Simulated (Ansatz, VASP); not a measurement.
# One calculation of SrTiO3, two programs

File POSCAR:

```
SrTiO3
1.0
    3.8624956027      0.0000000000      0.0000000000
    0.0000000000      3.8624956027      0.0000000000
    0.0000000000      0.0000000000      3.8624956027
Sr Ti O
1 1 3
Direct
    0.5000000000      0.5000000000      0.5000000000
    0.0000000000      0.0000000000      0.0000000000
    0.5000000000      0.0000000000      0.0000000000
    0.0000000000      0.5000000000      0.0000000000
    0.0000000000      0.0000000000      0.5000000000
```

The input INCAR.step1:

```
PREC = Accurate ; ENCUT = 660
ISMEAR = 0 ; SIGMA = 0.01
LREAL = F ; LASPH = T
NELM = 120 ; NBANDS = 28
GGA = PE ; ALGO = Normal
EDIFF = 1E-5 ; LWAVE = T
LCHARG = F ; GGA_COMPAT = F
```

The input INCAR.step2:

```
PREC = Accurate ; ENCUT = 660
EDIFF = 1E-6 ; ISMEAR = 0
SIGMA = 0.01 ; LREAL = F
LASPH = T ; NELM = 120
ALGO = Normal ; ISIF = 2
LWAVE = F ; LCHARG = F
METAGGA = R2SCAN ; LMIXTAU = T
NBANDS = 28 ; ISTART = 1
GGA_COMPAT = F
```

The input KPOINTS:

```
Automatic mesh
0
Gamma
  6 6 6
```

Input for Ansatz:

```yaml
crystal:
  lattice:
    - [3.86249560268, 0.0, 0.0]
    - [0.0, 3.86249560268, 0.0]
    - [0.0, 0.0, 3.86249560268]
  atoms:
    - { symbol: Sr, position: [0.5, 0.5, 0.5] }
    - { symbol: Ti, position: [0.0, 0.0, 0.0] }
    - { symbol: O, position: [0.5, 0.0, 0.0] }
    - { symbol: O, position: [0.0, 0.5, 0.0] }
    - { symbol: O, position: [0.0, 0.0, 0.5] }
kpoints:
  mp_grid: { grid: [6, 6, 6] }
scf:
  occupations: { method: fixed }
  convergence: { dr2_threshold: 1.0e-10 }
hamiltonian:
  xc: r2scan
  pseudopotentials: { kind: paw }
output:
  forces: true
  stress: true
  eigenstates:
    kpoints:
      - [0.0, 0.0, 0.0]
      - [0.5, 0.5, 0.5]
      - [-0.5, -0.5, 0.0]
      - [-0.5, 0.0, -0.5]
      - [0.0, -0.5, -0.5]
      - [0.0, -0.5, 0.0]
      - [0.0, 0.0, -0.5]
      - [-0.5, 0.0, 0.0]
  eigenvalues: true
```

Alike in both runs: task single point; functional r2SCAN; k mesh 6 × 6 × 6; no spin polarisation.

```csv
,VASP,Ansatz
version,VASP 6.6.1,Ansatz 0.2.0
potentials or method,"VASP PAW PBE potentials, release 64 (Sr_sv, Ti_sv, O)","PAW with Ansatz's default frozen-core files, scalar-relativistic"
plane-wave cutoff (eV),660,500
occupations,"gaussian, width 0.01 eV",fixed
valence electrons in the cell,40,40
```

|  | VASP | Ansatz | Ansatz less VASP |
| --- | --- | --- | --- |
| gap on the k mesh at the Fermi level (eV) | 2.35 | 2.34 | -0.012 |
| pressure (GPa) | 7.8 | 7.0 | -0.81 |

VASP's potentials were made for PBE, not for r2SCAN.
